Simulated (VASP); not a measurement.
# C (Fmmm) in VASP: a series of runs

The runs below take C through single point, with PBEsol.

Program: VASP 6.6.1. These are calculated values, not measurements. Logs are shortened: lines on timing, memory, paths and dates and some standing lists are left out, and cuts for length are marked.

**1. The cell of the first run**

Symmetry: Fmmm, No. 69, orthorhombic system. The conventional cell has a = 2.414 Å, b = 4.182 Å, c = 6.582 Å, α = 90.00°, β = 90.00°, γ = 90.00°. C (site symmetry m2m) has 3 C at 1.39 Å within 1.9 Å.

**2. Single point, PBEsol**

INCAR

```
ALGO     = Normal         # electronic algorithm
EDIFF    = 1E-6           # SCF threshold, eV
ENCUT    = 520            # plane-wave cutoff, eV
GGA      = PS             # functional
ISIF     = 2              # what is computed and relaxed
ISMEAR   = 1              # smearing method
LASPH    = True           # aspherical terms in the spheres
LCHARG   = True           # write CHGCAR
LELF     = True           # ELF
LREAL    = False          # projectors in reciprocal space
LVHAR    = True         
LWAVE    = False          # write WAVECAR
NBANDS   = 11             # bands
NELM     = 60             # most SCF steps
PREC     = Accurate       # precision mode
SIGMA    = 0.0516         # smearing width, eV
```

KPOINTS

```
k-points
0
Gamma
  14 14 14
```

POSCAR

```
C
1.0
    0.0000000000      2.0909421867      3.2912432727
    1.2071824190      0.0000000000      3.2912432727
    1.2071824190      2.0909421867      0.0000000000
C
2
Direct
    0.1666666667      0.8333333333      0.1666666667
    0.8333333333      0.1666666667      0.8333333333
```

Potentials or basis: VASP PAW PBE potentials, release 64 (C).

The run is started by

```
$ cat potpaw_PBE.64/C/POTCAR > POTCAR
$ mpirun -np 1 vasp_std > vasp.out
```

OUTCAR:

```text
EDIFF = 1E-6
   ENCUT = 520
   GGA = PS
   ISIF = 2
   ISMEAR = 1
   LASPH = True
   LREAL = False
   NELM = 60
   PREC = Accurate

 ion  position               nearest neighbor table
   1  0.167  0.833  0.167-   2 1.39   2 1.39   2 1.39
   2  0.833  0.167  0.833-   1 1.39   1 1.39   1 1.39

  LATTYP: Found a face centered orthorhombic cell.
 ALAT       =     2.4143648380
 B/A-ratio  =     1.7320846906
 C/A-ratio  =     2.7263843649

  Lattice vectors:

 A1 = (   0.0000000000,   2.0909421867,   3.2912432727)
 A2 = (   1.2071824190,   0.0000000000,   3.2912432727)
 A3 = (   1.2071824190,   2.0909421867,   0.0000000000)

Analysis of symmetry for initial positions (statically):
=====================================================================
 Subroutine PRICEL returns:
 Original cell was already a primitive cell.

 Routine SETGRP: Setting up the symmetry group for a
 face centered orthorhombic supercell.

 Subroutine GETGRP returns: Found  8 space group operations
 (whereof  8 operations were pure point group operations)
 out of a pool of  8 trial point group operations.

The static configuration has the point symmetry D_2h.

Analysis of symmetry for dynamics (positions and initial velocities):
=====================================================================
 Subroutine PRICEL returns:
 Original cell was already a primitive cell.

 Routine SETGRP: Setting up the symmetry group for a
 face centered orthorhombic supercell.

 Subroutine GETGRP returns: Found  8 space group operations
 (whereof  8 operations were pure point group operations)
 out of a pool of  8 trial point group operations.

The dynamic configuration has the point symmetry D_2h.

 Subroutine INISYM returns: Found  8 space group operations
 (whereof  8 operations are pure point group operations),
 and found     1 'primitive' translations

----------------------------------------------------------------------------------------

                                     Primitive cell

  volume of cell :      16.6152

  direct lattice vectors                    reciprocal lattice vectors
     0.000000000  2.090942187  3.291243273    -0.414187609  0.239126650  0.151918275
     1.207182419  0.000000000  3.291243273     0.414187609 -0.239126650  0.151918275
     1.207182419  2.090942187  0.000000000     0.414187609  0.239126650 -0.151918275

  length of vectors
     3.899271920  3.505648538  2.414400261     0.501808821  0.501808821  0.501808821

  position of ions in fractional coordinates (direct lattice)
     0.166666667  0.833333333  0.166666667
     0.833333333  0.166666667  0.833333333

  ion indices of the primitive-cell ions
   primitive index   ion index
                 1           1
                 2           2

----------------------------------------------------------------------------------------

 KPOINTS: k-points

Automatic generation of k-mesh.
 Grid dimensions read from file:
 generate k-points for:   14   14   14

 Generating k-lattice:

  Cartesian coordinates                     Fractional coordinates (reciprocal lattice)
    -0.029584829  0.017080475  0.010851305     0.071428571  0.000000000  0.000000000
     0.029584829 -0.017080475  0.010851305     0.000000000  0.071428571  0.000000000
     0.029584829  0.017080475 -0.010851305     0.000000000  0.000000000  0.071428571

  Length of vectors
     0.035843487  0.035843487  0.035843487

  Shift w.r.t. Gamma in fractional coordinates (k-lattice)
     0.000000000  0.000000000  0.000000000

 Subroutine IBZKPT returns following result:
 ===========================================

 Found    428 irreducible k-points:

 Following reciprocal coordinates:
            Coordinates               Weight
  0.000000  0.000000  0.000000      1.000000
  0.071429  0.000000  0.000000      8.000000
  0.142857 -0.000000  0.000000      8.000000
  0.214286  0.000000  0.000000      8.000000
  0.285714  0.000000  0.000000      8.000000
  0.357143  0.000000  0.000000      8.000000
[... 16 lines left out ...]
  0.214286  0.142857  0.000000      8.000000
  0.285714  0.142857  0.000000      8.000000
 [... further k-points ...]
   k-points           NKPTS =    428   k-points in BZ     NKDIM =    428   number of bands    NBANDS=     11
   number of dos      NEDOS =    301   number of ions     NIONS =      2
   total plane-waves  NPLWV =  15120
   dimension x,y,z NGX =    30 NGY =   28 NGZ =   18
   dimension x,y,z NGXF=    60 NGYF=   56 NGZF=   36
   ions per type =               2
   NGX,Y,Z   is equivalent  to a cutoff of  12.79, 13.28, 12.39 a.u.
   NGXF,Y,Z  is equivalent  to a cutoff of  25.58, 26.56, 24.79 a.u.
 SYSTEM =  unknown system
   PREC   = accura    normal or accurate (medium, high low for compatibility)
   ISTART =      0    job   : 0-new  1-cont  2-samecut
   ICHARG =      2    charge: 1-file 2-atom 10-const
   ISPIN  =      1    spin polarized calculation?
   LNONCOLLINEAR =      F non collinear calculations
   LSORBIT =      F    spin-orbit coupling
   LASPH  =      T    aspherical Exc in radial PAW
   ENCUT  =  520.0 eV  38.22 Ry    6.18 a.u.   7.25  6.52  4.49*2*pi/ulx,y,z
   NELM   =     60;   NELMIN=  2; NELMDL= -5     # of ELM steps
   EDIFF  = 0.1E-05   stopping-criterion for ELM
   LREAL  =      F    real-space projection
   EDIFFG = 0.1E-04   stopping-criterion for IOM
   NSW    =      0    number of steps for IOM
   IBRION =     -1    ionic relax: 0-MD 1-quasi-New 2-CG
   NFREE  =      0    steps in history (QN), initial steepest desc. (CG)
   ISIF   =      2    stress and relaxation
   ISYM   =      2    0-nonsym 1-usesym 2-fastsym
   POTIM  = 0.5000    time-step for ionic-motion
   TEBEG  =    0.0;   TEEND  =   0.0 temperature during run
   PSTRESS=    0.0 pullay stress
   NELECT =       8.0000    total number of electrons
   NUPDOWN=      -1.0000    fix difference up-down
   EMIN   =  10.00;   EMAX   =-10.00  energy-range for DOS
   EFERMI =   0.00;   METHOD = LEGACY
   ISMEAR =     1;   SIGMA  =   0.05  broadening in eV -4-tet -1-fermi 0-gaus
   EFERMI_NEDOS =   21; number of points for ismear=-14 and -15
   IALGO  =     38    algorithm
   IMIX   =      4    mixing-type and parameters
     AMIX     =   0.40;   BMIX     =  1.00
     AMIX_MAG =   1.60;   BMIX_MAG =  1.00
  volume/ion in A,a.u.               =       8.31        56.06
  Fermi-wavevector in a.u.,A,eV,Ry     =   1.283128  2.424760 22.400857  1.646417
  Thomas-Fermi vector in A             =   2.415399
   LORBIT       =      0    0 simple, 1 ext, 2 COOP (PROOUT), +10 PAW based schemes
   GGA     = PS    functional components
   LHFCALC =     F    Hartree Fock is set to
   AEXX    =    0.0000 exact exchange contribution
   IVDW    =     0    specifies the selected vdW correction
   LEPSILON=     F    determine dielectric tensor
   LRPA    =     F    only Hartree local field effects (RPA)
 non-spin polarized calculation
 Methfessel and Paxton  Order N= 1 SIGMA  =   0.05
  energy-cutoff  :      520.00
  volume of cell :       16.62
 maximum number of plane-waves:       466
 NGX is ok and might be reduce to    30
   NGX = 15   NGY = 13   NGZ =  9

 number of electron       7.9999999 magnetization

 Free energy of the ion-electron system (eV)
  ---------------------------------------------------
  ext. energy  EPLUGINS =         0.00000000
  ---------------------------------------------------
  free energy    TOTEN  =       -19.22667815 eV

  energy without entropy =      -19.22668061  energy(sigma->0) =      -19.22667897

 E-fermi :   5.3590     XC(G=0): -10.8073

 val. band max:        5.3159537033   @ k =   0.5000  -0.1429   0.3571
 cond. band min:       5.6372511571   @ k =  -0.1429   0.2143   0.2857
 fundamental gap:      0.3212974538
 Fermi energy:         5.3589508896

 k-point     1 :       0.0000    0.0000    0.0000
  band No.  band energies     occupation
      1     -14.9844      2.00000
      2      -1.7470      2.00000
      3       2.2101      2.00000
      4       2.2401      2.00000
      5       9.1110      0.00000
      6      13.8790      0.00000
      7      13.9572      0.00000
      8      17.3399      0.00000
      9      19.3438      0.00000
     10      28.3197      0.00000
     11      31.5159      0.00000

 k-point     2 :       0.0714    0.0000    0.0000
  band No.  band energies     occupation
      1     -14.8539      2.00000
      2      -1.6354      2.00000
      3       1.7398      2.00000
      4       1.9452      2.00000
      5       9.3305      0.00000
      6      13.9994      0.00000
      7      14.4531      0.00000
      8      16.8475      0.00000
      9      19.5537      0.00000
     10      28.7500      0.00000
     11      30.1279      0.00000

 k-point     3 :       0.1429   -0.0000    0.0000
  band No.  band energies     occupation
      1     -14.4638      2.00000
      2      -1.2986      2.00000
      3       0.4455      2.00000
      4       1.2705      2.00000
      5       9.9830      0.00000
      6      14.0458      0.00000
      7      15.5083      0.00000
      8      15.9522      0.00000
      9      20.2293      0.00000
     10      27.6021      0.00000
     11      29.8925      0.00000
[... 267 lines left out ...]
 k-point    23 :       0.2143    0.1429    0.0000
  band No.  band energies     occupation
      1     -14.7652      2.00000
      2      -2.3153      2.00000
      3       1.7300      2.00000
      4       1.9447      2.00000
      5      10.8087      0.00000
      6      13.9835      0.00000
      7      14.4490      0.00000
      8      16.9117      0.00000
      9      19.4956      0.00000
     10      28.5681      0.00000
     11      29.5666      0.00000

 k-point    24 :       0.2857    0.1429    0.0000
  band No.  band energies     occupation
      1     -14.3537      2.00000
      2      -2.1064      2.00000
      3       0.4235      2.00000
      4       1.2704      2.00000
      5      11.8184      0.00000
      6      14.0393      0.00000
      7      15.6375      0.00000
      8      15.9680      0.00000
      9      20.1108      0.00000
     10      27.6823      0.00000
     11      29.6728      0.00000

 [... further k-points ...]

------------------------ aborting loop because EDIFF is reached ----------------------------------------

  FORCE on cell =-STRESS in cart. coord.  units (eV):
  Direction    XX          YY          ZZ          XY          YZ          ZX
  --------------------------------------------------------------------------------------
  -------------------------------------------------------------------------------------
  Total        2.7196248      2.7214770      0.2451476      0.0000000      0.0000000      0.0000000
  in kB      262.2495022    262.4281081     23.6392308      0.0000000      0.0000000      0.0000000
  external PRESSURE =     182.7722804 kB  Pullay stress =       0.0000000 kB

 VOLUME and BASIS-vectors are now :
 -----------------------------------------------------------------------------
  energy-cutoff  :      520.00
  volume of cell :       16.62
      direct lattice vectors                 reciprocal lattice vectors
     0.000000000  2.090942187  3.291243273    -0.414187609  0.239126650  0.151918275
     1.207182419  0.000000000  3.291243273     0.414187609 -0.239126650  0.151918275
     1.207182419  2.090942187  0.000000000     0.414187609  0.239126650 -0.151918275

 POSITION                                       TOTAL-FORCE (eV/Angst)
 -----------------------------------------------------------------------------------
      1.20718      0.69698      3.29124         0.000000      0.037001      0.000000
      1.20718      3.48490      3.29124         0.000000     -0.037001      0.000000
 -----------------------------------------------------------------------------------
    total drift:                               -0.000000     -0.000000     -0.000000

  FREE ENERGIE OF THE ION-ELECTRON SYSTEM (eV)
  ---------------------------------------------------
  free  energy   TOTEN  =       -19.2266781503 eV

  energy  without entropy=      -19.2266806061  energy(sigma->0) =      -19.22667897
```

It took 1.8 min on 1 thread of AMD EPYC 7R43 (Zen 3), shared host; peak memory 0.14 GiB.

What came out:

```yaml
Free_energy: -19.2267 eV
Pressure: 18.3 GPa
Largest_force: 0.037 eV/Å
Band_gap_on_the_k_mesh: 0.32 eV, indirect (least direct gap 0.41 eV)
```

Forces on the atoms (eV/Å):
```
C    0.000  0.037  0.000
C    0.000 -0.037  0.000
```

Stress tensor (GPa, compression positive):
```
26.22  0.00  0.00
 0.00 26.24  0.00
 0.00  0.00  2.36
```

Levels at points of the mesh, in eV from the valence-band top:
```tsv
k point	band 1	band 2	band 3	band 4	band 5	band 6	band 7	band 8	band 9
(0.00, 0.00, 0.00)	-20.30	-7.06	-3.11	-3.08	3.80	8.56	8.64	12.02	14.03
(0.50, 0.00, 0.00)	-14.55	-13.78	-6.70	-2.65	1.46	7.83	12.55	13.64	19.58
(0.50, 0.50, 0.00)	-19.95	-9.24	-3.12	-3.09	8.52	8.60	10.45	12.18	13.86
(0.50, 0.00, 0.50)	-14.68	-13.88	-6.67	-1.80	2.45	8.08	11.07	11.22	18.21
(0.00, 0.50, 0.50)	-14.42	-13.68	-6.73	-3.40	0.67	7.61	13.94	17.65	20.59
```

Caveat: the PAW data sets were made with another functional, which shifts forces and pressure a little.

[end of part 1 of 2]
